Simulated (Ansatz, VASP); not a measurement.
Two plane-wave programs on ScTi2O2

```
Sc Ti O
1.0
     3.10000    0.00000    0.00000
    -1.55000    2.68468    0.00000
     0.00000    0.00000    7.45000
Sc Ti O
1 2 2
Cartesian
  0.0000 0.0000 0.0000
  0.0000 1.7898 2.5330
  1.5500 0.8949 4.9170
  0.0000 1.7898 6.2580
  1.5500 0.8949 1.1920
```

Change from the starting cell: built by hand: Layered vacancy-ordered rocksalt, anti-La2O3-like stacking (P-3m1, No. 164).

Alike in both runs: task relaxation of cell and atoms; functional PBE; k mesh 6 × 6 × 2; occupations gaussian, width 0.2 eV; collinear spin.

|  | VASP | Ansatz |
| --- | --- | --- |
| version | VASP 6.6.1 | Ansatz 0.2.0 |
| potentials or method | VASP PAW PBE potentials, release 64 (Sc_sv, Ti_sv, O), cutoff 600 eV | scalar-relativistic, plane waves, PAW |
| valence electrons in the cell | 47 | 47 |

VASP gave:

* gap on the k mesh at the Fermi level, each at its own relaxed structure (eV): none
* net moment per atom (μB): 0.00
* relaxed volume (Å³/atom): 12.00
* relaxed cell length with the largest relative difference (Å): 7.570

What did Ansatz give for the same quantities?

gap on the k mesh at the Fermi level, each at its own relaxed structure (eV): none; net moment per atom (μB): 0.00; relaxed volume (Å³/atom): 11.96; relaxed cell length with the largest relative difference (Å): 7.549.

A gap of «none» marks a metal or a gap that the smearing closes. Ansatz's warnings: seeded moment not kept.

The k mesh is coarse, so the values compare programs but aren't converged.
